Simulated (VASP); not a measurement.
# Sn (C2/c) in VASP: a series of runs

Runs on Sn. Level: r2SCAN. Tasks: single point.

Everything below comes from runs of VASP 6.6.1. Logs are shortened: lines on timing, memory, paths and dates and some standing lists are left out, and cuts for length are marked.

### 1 The cell of the first run

It takes space group C2/c (No. 15, monoclinic). Conventional cell: a = 3.178 Å, b = 8.342 Å, c = 4.458 Å, α = 90.00°, β = 110.77°, γ = 90.00°. Within 4.0 Å of Sn (site symmetry 2) lie 10 Sn at 3.05 to 3.79 Å.

### 2 Single point, r2SCAN

Contents of POSCAR:

```
Sn
1.0
   -2.9482820713      2.9504023647      1.5888172584
    2.9504023647     -2.9482820713      1.5888172584
    2.9460530987      2.9460530987     -1.5849306448
Sn
2
Direct
    0.0000251473      0.9999748527      0.0000000000
    0.7499748527      0.2500251473      0.5000000000
```

Contents of INCAR.step1:

```
  PREC = Accurate
  ENCUT = 520
  ISMEAR = -1
  SIGMA = 0.2
  LREAL = False
  LASPH = True
  NELM = 100
  NBANDS = 21
  GGA = PE
  ALGO = Normal
  EDIFF = 1E-4
  LWAVE = True
  LCHARG = False
```

Contents of INCAR.step2:

```
  PREC = Accurate
  ENCUT = 520
  EDIFF = 1E-6
  ISMEAR = -1
  SIGMA = 0.2
  LREAL = False
  LASPH = True
  NELM = 100
  ALGO = Normal
  ISIF = 2
  LWAVE = False
  LCHARG = True
  METAGGA = R2SCAN
  LMIXTAU = True
  LELF = True
  LVHAR = True
  NBANDS = 21
  ISTART = 1
```

Contents of KPOINTS:

```
regular mesh
0
Gamma
  11 11 8
```

Potentials or basis: VASP PAW PBE potentials, release 64 (Sn_d).

Started as:

```bash
> cat potpaw_PBE.64/Sn_d/POTCAR > POTCAR
> cp INCAR.step1 INCAR
> mpirun -np 1 vasp_std > vasp.out
> cp INCAR.step2 INCAR
> mpirun -np 1 vasp_std > vasp.out
```

OUTCAR:

```text
PREC = Accurate
   ENCUT = 520
   EDIFF = 1E-6
   ISMEAR = -1
   LREAL = False
   LASPH = True
   NELM = 100
   ISIF = 2
   METAGGA = R2SCAN
   ISTART = 1

 ion  position               nearest neighbor table
   1  0.000  1.000  0.000-   2 3.05   2 3.05   2 3.05   2 3.05
   2  0.750  0.250  0.500-   1 3.05   1 3.05   1 3.05   1 3.05

  LATTYP: Found a base centered monoclinic cell.
 ALAT       =     3.1776359316
 B/A-ratio  =     2.6252219289
 C/A-ratio  =     1.4028132337
 COS(beta)  =    -0.3546724370

  Lattice vectors:

 A1 = (  -2.9482820713,   2.9504023647,   1.5888172584)
 A2 = (   2.9504023647,  -2.9482820713,   1.5888172584)
 A3 = (   2.9460530987,   2.9460530987,  -1.5849306448)

Analysis of symmetry for initial positions (statically):
=====================================================================
 Subroutine PRICEL returns:
 Original cell was already a primitive cell.

 Routine SETGRP: Setting up the symmetry group for a
 base centered monoclinic supercell.

 Subroutine GETGRP returns: Found  4 space group operations
 (whereof  2 operations were pure point group operations)
 out of a pool of  4 trial point group operations.

The static configuration has the point symmetry C_2 .
 The point group associated with its full space group is C_2h.

Analysis of symmetry for dynamics (positions and initial velocities):
=====================================================================
 Subroutine PRICEL returns:
 Original cell was already a primitive cell.

 Routine SETGRP: Setting up the symmetry group for a
 base centered monoclinic supercell.

 Subroutine GETGRP returns: Found  4 space group operations
 (whereof  2 operations were pure point group operations)
 out of a pool of  4 trial point group operations.

The dynamic configuration has the point symmetry C_2 .
 The point group associated with its full space group is C_2h.

 Subroutine INISYM returns: Found  4 space group operations
 (whereof  2 operations are pure point group operations),
 and found     1 'primitive' translations

----------------------------------------------------------------------------------------

                                     Primitive cell

  volume of cell :      55.2402

  direct lattice vectors                    reciprocal lattice vectors
    -2.948282071  2.950402365  1.588817258    -0.000143327  0.169386000  0.314586574
     2.950402365 -2.948282071  1.588817258     0.169386000 -0.000143327  0.314586574
     2.946053099  2.946053099 -1.584930645     0.169657695  0.169657695 -0.000226410

  length of vectors
     4.463359897  4.463359897  4.457629737     0.357290288  0.357290288  0.239932320

  position of ions in fractional coordinates (direct lattice)
     0.000025147  0.999974853  1.000000000
     0.749974853  0.250025147  0.500000000

  ion indices of the primitive-cell ions
   primitive index   ion index
                 1           1
                 2           2

----------------------------------------------------------------------------------------

 KPOINTS: regular mesh

Automatic generation of k-mesh.
 Grid dimensions read from file:
 generate k-points for:   11   11    8

 Generating k-lattice:

  Cartesian coordinates                     Fractional coordinates (reciprocal lattice)
    -0.000013030  0.015398727  0.028598779     0.090909091 -0.000000000  0.000000000
     0.015398727 -0.000013030  0.028598779    -0.000000000  0.090909091  0.000000000
     0.021207212  0.021207212 -0.000028301    -0.000000000 -0.000000000  0.125000000

  Length of vectors
     0.032480935  0.032480935  0.029991540

  Shift w.r.t. Gamma in fractional coordinates (k-lattice)
     0.000000000  0.000000000  0.000000000

 Subroutine IBZKPT returns following result:
 ===========================================

 Found    270 irreducible k-points:

 Following reciprocal coordinates:
            Coordinates               Weight
  0.000000  0.000000  0.000000      1.000000
  0.090909 -0.000000  0.000000      4.000000
  0.181818 -0.000000  0.000000      4.000000
  0.272727 -0.000000  0.000000      4.000000
  0.363636 -0.000000  0.000000      4.000000
  0.454545  0.000000  0.000000      4.000000
[... 16 lines left out ...]
 -0.272727  0.181818 -0.000000      4.000000
 -0.181818  0.181818  0.000000      2.000000
 [... further k-points ...]
   k-points           NKPTS =    270   k-points in BZ     NKDIM =    270   number of bands    NBANDS=     21
   number of dos      NEDOS =    301   number of ions     NIONS =      2
   total plane-waves  NPLWV =  46656
   dimension x,y,z NGX =    36 NGY =   36 NGZ =   36
   dimension x,y,z NGXF=    72 NGYF=   72 NGZF=   72
   ions per type =               2
   NGX,Y,Z   is equivalent  to a cutoff of  13.41, 13.41, 13.43 a.u.
   NGXF,Y,Z  is equivalent  to a cutoff of  26.82, 26.82, 26.85 a.u.
 SYSTEM =  unknown system
   PREC   = accura    normal or accurate (medium, high low for compatibility)
   ISTART =      1    job   : 0-new  1-cont  2-samecut
   ICHARG =      0    charge: 1-file 2-atom 10-const
   ISPIN  =      1    spin polarized calculation?
   LNONCOLLINEAR =      F non collinear calculations
   LSORBIT =      F    spin-orbit coupling
   LASPH  =      T    aspherical Exc in radial PAW
   ENCUT  =  520.0 eV  38.22 Ry    6.18 a.u.   8.30  8.30  8.29*2*pi/ulx,y,z
   NELM   =    100;   NELMIN=  2; NELMDL=  0     # of ELM steps
   EDIFF  = 0.1E-05   stopping-criterion for ELM
   LREAL  =      F    real-space projection
   EDIFFG = 0.1E-04   stopping-criterion for IOM
   NSW    =      0    number of steps for IOM
   IBRION =     -1    ionic relax: 0-MD 1-quasi-New 2-CG
   NFREE  =      0    steps in history (QN), initial steepest desc. (CG)
   ISIF   =      2    stress and relaxation
   ISYM   =      2    0-nonsym 1-usesym 2-fastsym
   POTIM  = 0.5000    time-step for ionic-motion
   TEBEG  =    0.0;   TEEND  =   0.0 temperature during run
   PSTRESS=    0.0 pullay stress
   NELECT =      28.0000    total number of electrons
   NUPDOWN=      -1.0000    fix difference up-down
   EMIN   =  10.00;   EMAX   =-10.00  energy-range for DOS
   EFERMI =   0.00;   METHOD = LEGACY
   ISMEAR =    -1;   SIGMA  =   0.20  broadening in eV -4-tet -1-fermi 0-gaus
   EFERMI_NEDOS =   21; number of points for ismear=-14 and -15
   IALGO  =     38    algorithm
   IMIX   =      4    mixing-type and parameters
     AMIX     =   0.40;   BMIX     =  1.00
     AMIX_MAG =   1.60;   BMIX_MAG =  1.00
  volume/ion in A,a.u.               =      27.62       186.39
  Fermi-wavevector in a.u.,A,eV,Ry     =   1.305296  2.466652 23.181573  1.703798
  Thomas-Fermi vector in A             =   2.436174
   LORBIT       =      0    0 simple, 1 ext, 2 COOP (PROOUT), +10 PAW based schemes
   METAGGA = R2SCAN    functional components
   LHFCALC =     F    Hartree Fock is set to
   AEXX    =    0.0000 exact exchange contribution
   IVDW    =     0    specifies the selected vdW correction
   LEPSILON=     F    determine dielectric tensor
   LRPA    =     F    only Hartree local field effects (RPA)
 non-spin polarized calculation
  energy-cutoff  :      520.00
  volume of cell :       55.24
 maximum number of plane-waves:      1505
 NGX is ok and might be reduce to    36
   NGX = 17   NGY = 17   NGZ = 17

 number of electron      27.9999990 magnetization

 Free energy of the ion-electron system (eV)
  ---------------------------------------------------
  ext. energy  EPLUGINS =         0.00000000
  ---------------------------------------------------
  free energy    TOTEN  =       -49.30734596 eV

  energy without entropy =      -49.19128677  energy(sigma->0) =      -49.24931636

 E-fermi :   7.6794     XC(G=0): -11.0346

 val. band max:        7.6745190743   @ k =   0.1818   0.0909   0.0000
 cond. band min:       7.6984344023   @ k =  -0.2727   0.1818  -0.0000
 fundamental gap:      0.0239153280
 Fermi energy:         7.6794484844

 k-point     1 :       0.0000    0.0000    0.0000
  band No.  band energies     occupation
      1     -14.6289      2.00000
      2     -14.5541      2.00000
      3     -14.5001      2.00000
      4     -14.4956      2.00000
      5     -14.3293      2.00000
      6     -14.3292      2.00000
[... 13 lines left out ...]
     20      17.8254      0.00000
     21      18.5605      0.00000

 k-point     2 :       0.0909   -0.0000    0.0000
  band No.  band energies     occupation
      1     -14.6237      2.00000
      2     -14.5358      2.00000
      3     -14.4896      2.00000
      4     -14.4785      2.00000
      5     -14.3422      2.00000
      6     -14.3401      2.00000
[... 13 lines left out ...]
     20      17.5204      0.00000
     21      17.7006      0.00000

 k-point     3 :       0.1818   -0.0000    0.0000
  band No.  band energies     occupation
      1     -14.6080      2.00000
      2     -14.4900      2.00000
      3     -14.4734      2.00000
      4     -14.4308      2.00000
      5     -14.3690      2.00000
      6     -14.3499      2.00000
[... 13 lines left out ...]
     20      16.1583      0.00000
     21      16.5777      0.00000

 k-point     4 :       0.2727   -0.0000    0.0000
  band No.  band energies     occupation
      1     -14.5864      2.00000
      2     -14.4541      2.00000
      3     -14.4490      2.00000
      4     -14.4152      2.00000
      5     -14.3967      2.00000
      6     -14.3541      2.00000
[... 13 lines left out ...]
     20      15.1810      0.00000
     21      16.8982      0.00000

 k-point     5 :       0.3636   -0.0000    0.0000
  band No.  band energies     occupation
      1     -14.5669      2.00000
      2     -14.4513      2.00000
      3     -14.4479      2.00000
      4     -14.4295      2.00000
      5     -14.4026      2.00000
      6     -14.3734      2.00000
[... 13 lines left out ...]
     20      15.2604      0.00000
     21      17.9211      0.00000

 k-point     6 :       0.4545    0.0000    0.0000
  band No.  band energies     occupation
      1     -14.5537      2.00000
      2     -14.4749      2.00000
      3     -14.4616      2.00000
      4     -14.4226      2.00000
      5     -14.3909      2.00000
      6     -14.3852      2.00000
[... 13 lines left out ...]
     20      17.2830      0.00000
     21      18.1594      0.00000

 k-point     7 :       0.0909    0.0909    0.0000
  band No.  band energies     occupation
      1     -14.6139      2.00000
      2     -14.4879      2.00000
      3     -14.4782      2.00000
      4     -14.4227      2.00000
      5     -14.3670      2.00000
      6     -14.3618      2.00000
[... 13 lines left out ...]
     20      16.0518      0.00000
     21      16.3037      0.00000
[... 291 lines left out ...]
      1     -14.5444      2.00000
      2     -14.4770      2.00000
      3     -14.4526      2.00000
      4     -14.4091      2.00000
      5     -14.3953      2.00000
      6     -14.3592      2.00000
[... 13 lines left out ...]
     20      16.7120      0.00000
     21      17.5018      0.00000

 k-point    21 :      -0.4545    0.1818   -0.0000
  band No.  band energies     occupation
      1     -14.5481      2.00000
      2     -14.4651      2.00000
      3     -14.4567      2.00000
      4     -14.4198      2.00000
      5     -14.3882      2.00000
      6     -14.3585      2.00000
[... 13 lines left out ...]
     20      16.5238      0.00000
     21      17.0931      0.00000

 k-point    22 :      -0.3636    0.1818   -0.0000
  band No.  band energies     occupation
      1     -14.5648      2.00000
      2     -14.4992      2.00000
      3     -14.4681      2.00000
      4     -14.4361      2.00000
      5     -14.3783      2.00000
      6     -14.3435      2.00000
[... 13 lines left out ...]
     20      16.7570      0.00000
     21      17.8423      0.00000

 k-point    23 :      -0.2727    0.1818   -0.0000
  band No.  band energies     occupation
      1     -14.5850      2.00000
      2     -14.5409      2.00000
      3     -14.5012      2.00000
      4     -14.4577      2.00000
      5     -14.3571      2.00000
      6     -14.3243      2.00000
[... 13 lines left out ...]
     20      18.2587      0.00000
     21      18.8617      0.00000

 k-point    24 :      -0.1818    0.1818    0.0000
  band No.  band energies     occupation
      1     -14.6012      2.00000
      2     -14.5575      2.00000
      3     -14.5143      2.00000
      4     -14.4732      2.00000
      5     -14.3435      2.00000
      6     -14.3175      2.00000
[... 13 lines left out ...]
     20      18.3548      0.00000
     21      18.6421      0.00000

 [... further k-points ...]
[... 5 lines left out ...]
  --------------------------------------------------------------------------------------
  -------------------------------------------------------------------------------------
  Total        0.0387988      0.0387988      0.0533807      0.0070220     -0.0061275     -0.0061276
  in kB        1.1253132      1.1253132      1.5482438      0.2036647     -0.1777201     -0.1777235
  external PRESSURE =       1.2662900 kB  Pullay stress =       0.0000000 kB

 VOLUME and BASIS-vectors are now :
 -----------------------------------------------------------------------------
  energy-cutoff  :      520.00
  volume of cell :       55.24
      direct lattice vectors                 reciprocal lattice vectors
    -2.948282071  2.950402365  1.588817258    -0.000143327  0.169386000  0.314586574
     2.950402365 -2.948282071  1.588817258     0.169386000 -0.000143327  0.314586574
     2.946053099  2.946053099 -1.584930645     0.169657695  0.169657695 -0.000226410

 POSITION                                       TOTAL-FORCE (eV/Angst)
 -----------------------------------------------------------------------------------
      2.95025     -2.94813      1.58882        -0.000055      0.000055     -0.000000
     -0.00044      2.94861      0.79635         0.000055     -0.000055      0.000000
 -----------------------------------------------------------------------------------
    total drift:                               -0.000000      0.000000     -0.000000

  FREE ENERGIE OF THE ION-ELECTRON SYSTEM (eV)
  ---------------------------------------------------
  free  energy   TOTEN  =       -49.3073459596 eV

  energy  without entropy=      -49.1912867695  energy(sigma->0) =      -49.24931636
```

It took 38 min on 1 thread of Oxide Virtual Turin-like, shared host; peak memory 0.36 GiB.

Results:

```yaml
Free_energy: -49.3073 eV
Pressure: 0.1 GPa
Band_gap_on_the_k_mesh: zero (band 14 reaches 9.18 eV, above the bottom of band 15 at 5.32 eV)
```

Levels at points of the mesh, in eV from the Fermi level:
```tsv
k point	band 12	band 13	band 14	band 15	band 16	band 17
(0.00, 0.00, 0.00)	-3.80	-2.14	-2.13	3.36	6.39	6.39
(0.00, 0.00, 0.50)	-9.21	0.52	0.52	1.69	1.69	6.53
```

Caveat: the PAW data sets were made with another functional, which shifts forces and pressure a little; spin-orbit coupling is left out, which moves the levels of the heavy elements.

### 3 Single point, r2SCAN

POSCAR is that of step 2.

Contents of INCAR.step1:

```
SYSTEM = Sn
PREC     = Accurate       ! precision mode
ENCUT    = 520            ! plane-wave cutoff, eV
ISMEAR   = -1             ! smearing method
SIGMA    = 0.1            ! smearing width, eV
LREAL    = .False.        ! projectors in reciprocal space
LASPH    = .True.         ! aspherical terms in the spheres
NELM     = 100            ! most SCF steps
NBANDS   = 21             ! bands
GGA      = PE             ! functional
ALGO     = Normal         ! electronic algorithm
EDIFF    = 1E-4           ! SCF threshold, eV
LWAVE    = .True.         ! write WAVECAR
LCHARG   = .False.        ! write CHGCAR
```

Contents of INCAR.step2:

```
SYSTEM = Sn
PREC     = Accurate       ! precision mode
ENCUT    = 520            ! plane-wave cutoff, eV
EDIFF    = 1E-6           ! SCF threshold, eV
ISMEAR   = -1             ! smearing method
SIGMA    = 0.1            ! smearing width, eV
LREAL    = .False.        ! projectors in reciprocal space
LASPH    = .True.         ! aspherical terms in the spheres
NELM     = 100            ! most SCF steps
ALGO     = Normal         ! electronic algorithm
ISIF     = 2              ! what is computed and relaxed
LWAVE    = .False.        ! write WAVECAR
LCHARG   = .False.        ! write CHGCAR
METAGGA  = R2SCAN         ! meta-GGA
LMIXTAU  = .True.       
NBANDS   = 21             ! bands
ISTART   = 1
```

Contents of KPOINTS:

```
Automatic mesh
0
Gamma
  12 12 8
  0 0 0
```

Potentials or basis: VASP PAW PBE potentials, release 64 (Sn_d).

Started as:

```bash
> cat potpaw_PBE.64/Sn_d/POTCAR > POTCAR
> cp INCAR.step1 INCAR
> mpirun -np 1 vasp_std > vasp.out
> cp INCAR.step2 INCAR
> mpirun -np 1 vasp_std > vasp.out
```

Run time: 33 min. Hardware: 1 thread of Oxide Virtual Turin-like, shared host; peak memory 0.4 GiB.

The run converged. Its results:

```
Free energy            : -49.2609 eV
Pressure               : -0.1 GPa
Largest force          : 0.003 eV/Å
Band gap on the k mesh : zero (band 14 reaches 9.26 eV, above the bottom of band 15 at 4.96 eV)
```

Forces on the atoms (eV/Å):
```
Sn   0.002 -0.002  0.000
Sn  -0.002  0.002  0.000
```

Stress tensor (GPa, compression positive):
```
-0.25  0.05 -0.02
 0.05 -0.25 -0.02
-0.02 -0.02  0.14
```

Levels at points of the mesh, in eV from the Fermi level:
```tsv
k point	band 12	band 13	band 14	band 15	band 16	band 17
(0.00, 0.00, 0.00)	-3.80	-2.14	-2.13	3.36	6.39	6.39
(0.50, 0.00, 0.00)	-5.51	-2.33	-1.85	-1.17	2.57	3.01
(0.50, 0.50, 0.00)	-9.21	0.52	0.53	1.71	1.71	6.52
(0.00, 0.00, 0.50)	-9.21	0.52	0.52	1.69	1.69	6.53
(0.50, 0.00, 0.50)	-5.50	-2.34	-1.85	-1.18	2.57	2.98
(0.50, 0.50, 0.50)	-7.86	-4.92	-4.92	5.51	5.51	9.64
```

Caveat: the PAW data sets were made with another functional, which shifts forces and pressure a little; spin-orbit coupling is left out, which moves the levels of the heavy elements.
